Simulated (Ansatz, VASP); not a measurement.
**Te2Mo in VASP and in Ansatz**

POSCAR

```
Te2Mo
1.0
    3.5421311455      0.0000000000      0.0000000000
   -1.7710655727      3.0675755555      0.0000000000
    0.0000000000      0.0000000000     14.7437388449
Mo Te
2 4
Direct
    0.3333333333      0.6666666667      0.2500000000
    0.6666666667      0.3333333333      0.7500000000
    0.6666666667      0.3333333333      0.3720229098
    0.6666666667      0.3333333333      0.1279770902
    0.3333333333      0.6666666667      0.8720229098
    0.3333333333      0.6666666667      0.6279770902
```

The input INCAR.step1:

```
  ALGO = Normal
  EDIFF = 1E-4
  ENCUT = 520
  GGA = PE
  ISMEAR = 0
  LASPH = True
  LCHARG = False
  LREAL = False
  LWAVE = True
  NBANDS = 35
  NELM = 100
  PREC = Accurate
  SIGMA = 0.01
```

The input INCAR.step2:

```
  ALGO = Normal
  EDIFF = 1E-7
  ENCUT = 520
  ISIF = 2
  ISMEAR = 0
  ISTART = 1
  LASPH = True
  LCHARG = True
  LELF = True
  LMIXTAU = True
  LREAL = False
  LVHAR = True
  LWAVE = False
  METAGGA = R2SCAN
  NBANDS = 35
  NELM = 100
  PREC = Accurate
  SIGMA = 0.01
```

Contents of KPOINTS:

```
k-points
0
Gamma
  12 12 2
```

Input for Ansatz:

```yaml
crystal:
  lattice:
    - [3.5421311455, 0.0, 0.0]
    - [-1.7710655727, 3.0675755555, 0.0]
    - [0.0, 0.0, 14.7437388449]
  atoms:
    - { symbol: Mo, position: [0.3333333333, 0.6666666667, 0.25] }
    - { symbol: Mo, position: [0.6666666667, 0.3333333333, 0.75] }
    - { symbol: Te, position: [0.6666666667, 0.3333333333, 0.3720229098] }
    - { symbol: Te, position: [0.6666666667, 0.3333333333, 0.1279770902] }
    - { symbol: Te, position: [0.3333333333, 0.6666666667, 0.8720229098] }
    - { symbol: Te, position: [0.3333333333, 0.6666666667, 0.6279770902] }
kpoints:
  mp_grid: { grid: [12, 12, 2] }
  band_path:
    path:
      - [0.0, 0.0, 0.0]
      - [0.5, 0.0, 0.0]
      - [0.3333333333, 0.3333333333, 0.0]
      - [0.0, 0.0, 0.5]
      - [0.5, 0.0, 0.5]
      - [0.3333333333, 0.3333333333, 0.5]
      - [0.195312, 0.195313, 0.0]
    npoints: 1
hamiltonian:
  xc: r2scan
scf:
  occupations: { method: fixed }
  n_extra_bands: 5
output:
  forces: true
  stress: true
  eigenvalues: true
```

Change from the starting cell: uniaxial_z strain +4.0%.

Alike in both runs: task single point; functional r2SCAN; k mesh 12 × 12 × 2; no spin polarisation.

```csv
,VASP,Ansatz
version,VASP 6.6.1,Ansatz 0.2.0
potentials or method,"VASP PAW PBE potentials, release 64 (Mo_sv, Te)","plane waves, PAW"
plane-wave cutoff (eV),520,500
occupations,"gaussian, width 0.01 eV",fixed
valence electrons in the cell,52,92
```

```tsv
	VASP	Ansatz	Ansatz less VASP
gap on the k mesh at the Fermi level (eV)	1.07	1.06	-0.006
pressure (GPa)	0.6	0.5	-0.11
traceless stress, the component that is largest in VASP (GPa)	-0.59	-0.65	-0.058
rms of the force components (eV/Å)	0.001	0.013	+0.0122
```

VASP's potentials were made for PBE, not for r2SCAN. Atom by atom the forces differ by 0.012 eV/Å (rms over components). VASP's potentials hold 52 valence electrons a cell and Ansatz's 92, so a difference there can come from the potentials and not from the codes.

Spin-orbit coupling is off throughout.
